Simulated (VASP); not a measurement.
# HfN (P6_3/mmc) in VASP: a series of runs, part 2 of 2

VASP 6.6.1. Earlier steps stand in the parts before.

## (4) Single point, PBE (biaxial strain in the a-b plane: +2.0 %)

The input, INCAR:

```
SYSTEM = HfN
PREC = Accurate ; ENCUT = 520
EDIFF = 1E-6 ; ISMEAR = 0
SIGMA = 0.1 ; LREAL = .False.
LASPH = .True. ; NELM = 80
ALGO = Normal ; ISIF = 2
LWAVE = .False. ; LCHARG = .False.
GGA = PE ; NBANDS = 23
```

The input, KPOINTS:

```
regular mesh
0
Gamma
  18 18 10
  0 0 0
```

The input, POSCAR:

```
HfN
1.0
    3.2224243325      0.0000000000      0.0000000000
   -1.6112121663      2.7907013337      0.0000000000
    0.0000000000      0.0000000000      5.3859270815
Hf N
2 2
Direct
    0.6666666667      0.3333333333      0.7500000000
    0.3333333333      0.6666666667      0.2500000000
    0.0000000000      0.0000000000      0.0000000000
    0.0000000000      0.0000000000      0.5000000000
```

Potentials or basis: VASP PAW PBE potentials, release 64 (Hf_pv, N).

On the command line:

```console
cat potpaw_PBE.64/Hf_pv/POTCAR potpaw_PBE.64/N/POTCAR > POTCAR
mpirun -np 1 vasp_std > vasp.out
```

OUTCAR:

```text
SYSTEM = HfN
   PREC = Accurate
   ENCUT = 520
   EDIFF = 1E-6
   ISMEAR = 0
   LREAL = .False.
   LASPH = .True.
   NELM = 80
   ISIF = 2
   GGA = PE

 ion  position               nearest neighbor table
   1  0.667  0.333  0.750-   3 2.30   4 2.30   3 2.30   4 2.30   3 2.30   4 2.30   2 3.27   2 3.27
                             2 3.27   2 3.27   2 3.27   2 3.27
   2  0.333  0.667  0.250-   3 2.30   4 2.30   3 2.30   4 2.30   3 2.30   4 2.30   1 3.27   1 3.27
                             1 3.27   1 3.27   1 3.27   1 3.27
   3  0.000  0.000  0.000-   1 2.30   2 2.30   1 2.30   2 2.30   1 2.30   2 2.30
   4  0.000  0.000  0.500-   1 2.30   2 2.30   1 2.30   2 2.30   1 2.30   2 2.30

  LATTYP: Found a hexagonal cell.
 ALAT       =     3.2224243325
 C/A-ratio  =     1.6713897754

  Lattice vectors:

 A1 = (   3.2224243325,   0.0000000000,   0.0000000000)
 A2 = (  -1.6112121663,   2.7907013337,   0.0000000000)
 A3 = (   0.0000000000,   0.0000000000,   5.3859270815)

Analysis of symmetry for initial positions (statically):
=====================================================================
 Subroutine PRICEL returns:
 Original cell was already a primitive cell.

 Routine SETGRP: Setting up the symmetry group for a
 hexagonal supercell.

 Subroutine GETGRP returns: Found 24 space group operations
 (whereof 12 operations were pure point group operations)
 out of a pool of 24 trial point group operations.

The static configuration has the point symmetry D_3d.
 The point group associated with its full space group is D_6h.

Analysis of symmetry for dynamics (positions and initial velocities):
=====================================================================
 Subroutine PRICEL returns:
 Original cell was already a primitive cell.

 Routine SETGRP: Setting up the symmetry group for a
 hexagonal supercell.

 Subroutine GETGRP returns: Found 24 space group operations
 (whereof 12 operations were pure point group operations)
[... 126 lines left out ...]
     AMIX     =   0.40;   BMIX     =  1.00
     AMIX_MAG =   1.60;   BMIX_MAG =  1.00
  volume/ion in A,a.u.               =      12.11        81.71
  Fermi-wavevector in a.u.,A,eV,Ry     =   1.395500  2.637112 26.496248  1.947419
  Thomas-Fermi vector in A             =   2.518945
   LORBIT       =      0    0 simple, 1 ext, 2 COOP (PROOUT), +10 PAW based schemes
   GGA     = PE    functional components
   LHFCALC =     F    Hartree Fock is set to
   AEXX    =    0.0000 exact exchange contribution
   IVDW    =     0    specifies the selected vdW correction
   LEPSILON=     F    determine dielectric tensor
   LRPA    =     F    only Hartree local field effects (RPA)
 non-spin polarized calculation
 Gauss-broadening in eV      SIGMA  =   0.10
  energy-cutoff  :      520.00
  volume of cell :       48.43
 maximum number of plane-waves:      1326
 NGX is ok and might be reduce to    24
   NGX = 11   NGY = 11   NGZ = 21

 number of electron      30.0000008 magnetization

 Free energy of the ion-electron system (eV)
  ---------------------------------------------------
  ext. energy  EPLUGINS =         0.00000000
  ---------------------------------------------------
  free energy    TOTEN  =       -43.31770568 eV

  energy without entropy =      -43.31398323  energy(sigma->0) =      -43.31584445

 E-fermi :   7.5445     XC(G=0): -12.4842

 val. band max:        7.5294092262   @ k =   0.3333   0.2778   0.4000
 cond. band min:       7.5511996877   @ k =   0.2222  -0.0000   0.5000
 fundamental gap:      0.0217904615
 Fermi energy:         7.5444986385

 k-point     1 :       0.0000    0.0000    0.0000
  band No.  band energies     occupation
      1     -24.2931      2.00000
      2     -23.5387      2.00000
      3     -23.4838      2.00000
      4     -23.4838      2.00000
      5     -23.4193      2.00000
      6     -23.4193      2.00000
[... 613 lines left out ...]
     22      13.2621      0.00000
     23      14.1942      0.00000

 [... further k-points ...]

------------------------ aborting loop because EDIFF is reached ----------------------------------------

  FORCE on cell =-STRESS in cart. coord.  units (eV):
  Direction    XX          YY          ZZ          XY          YZ          ZX
  --------------------------------------------------------------------------------------
  -------------------------------------------------------------------------------------
  Total       -4.0085031     -4.0085031      0.0195761      0.0000000      0.0000000      0.0000000
  in kB     -132.5977794   -132.5977794      0.6475602      0.0000000      0.0000000      0.0000000
  external PRESSURE =     -88.1826662 kB  Pullay stress =       0.0000000 kB

 VOLUME and BASIS-vectors are now :
 -----------------------------------------------------------------------------
  energy-cutoff  :      520.00
  volume of cell :       48.43
      direct lattice vectors                 reciprocal lattice vectors
     3.222424333  0.000000000  0.000000000     0.310325363  0.179166432  0.000000000
    -1.611212166  2.790701334  0.000000000     0.000000000  0.358332863  0.000000000
     0.000000000  0.000000000  5.385927082     0.000000000  0.000000000  0.185669057

 POSITION                                       TOTAL-FORCE (eV/Angst)
 -----------------------------------------------------------------------------------
      1.61121      0.93023      4.03945        -0.000000     -0.000000      0.000000
     -0.00000      1.86047      1.34648         0.000000      0.000000      0.000000
      0.00000      0.00000      0.00000        -0.000000      0.000000      0.000000
      0.00000      0.00000      2.69296        -0.000000      0.000000      0.000000
 -----------------------------------------------------------------------------------
    total drift:                               -0.000000      0.000000     -0.000000

  FREE ENERGIE OF THE ION-ELECTRON SYSTEM (eV)
  ---------------------------------------------------
  free  energy   TOTEN  =       -43.3177056813 eV

  energy  without entropy=      -43.3139832267  energy(sigma->0) =      -43.31584445
```

Wall time 2.7 min (1 thread of Intel Xeon Platinum 8488C (Sapphire Rapids), shared host); peak memory 0.32 GiB.

Results:

- Free energy: -43.3177 eV
- Pressure: -8.8 GPa
- Band gap on the k mesh: zero (bands 15 and 16 overlap by 2.26 eV)

Levels at points of the mesh, in eV from the Fermi level:
```
           k point  band 12  band 13  band 14  band 15  band 16  band 17  band 18  band 19
(0.00, 0.00, 0.00)    -3.61    -3.61    -1.48    -0.28     0.55     0.68     0.68     1.50
(0.50, 0.00, 0.00)    -5.38    -3.39    -2.73    -2.14     2.47     2.49     3.84     4.48
(0.00, 0.00, 0.50)    -4.42    -4.42    -4.42     1.80     1.80     2.55     2.55     2.84
(0.50, 0.00, 0.50)    -5.14    -4.46    -4.46    -0.32    -0.32     4.17     4.17     4.26
```

Caveat: the cell differs from its parent crystal (biaxial strain in the a-b plane: +2.0 %); the cell stands under tension; spin-orbit coupling is left out, which moves the levels of the heavy elements.

## (5) Overview

| task | cell | k mesh | cutoff (eV) | gap on the mesh (eV) | pressure (GPa) |
| --- | --- | --- | --- | --- | --- |
| single point | a = 3.168, b = 3.168, c = 5.465 Å, angles 90.0, 90.0, 120.0°, 4 atoms | 18 × 18 × 8 | 520 | none | -4.2 |
| relaxation of cell and atoms | relaxed to 40 GPa from a = 3.033, b = 3.033, c = 5.233 Å, angles 90.0, 90.0, 120.0°, 4 atoms | 18 × 18 × 8 | 600 | none | 40.0 |
| single point | a = 3.222, b = 3.222, c = 5.386 Å, angles 90.0, 90.0, 120.0°, 4 atoms | 18 × 18 × 10 | 520 | none | -8.8 |

Alike in all rows: level PBE; potentials or basis VASP PAW PBE potentials, release 64 (Hf_pv, N); no spin polarisation; smearing gaussian 0.1 eV.

Caveats: spin-orbit coupling is left out, which moves the levels of the heavy elements; the cell stands under tension (at least some runs); the cell is relaxed towards a set pressure, so the run minimises the enthalpy, not the energy (at least some runs).

Total energies depend on the potentials used, so only differences within one code and one set of settings carry meaning.
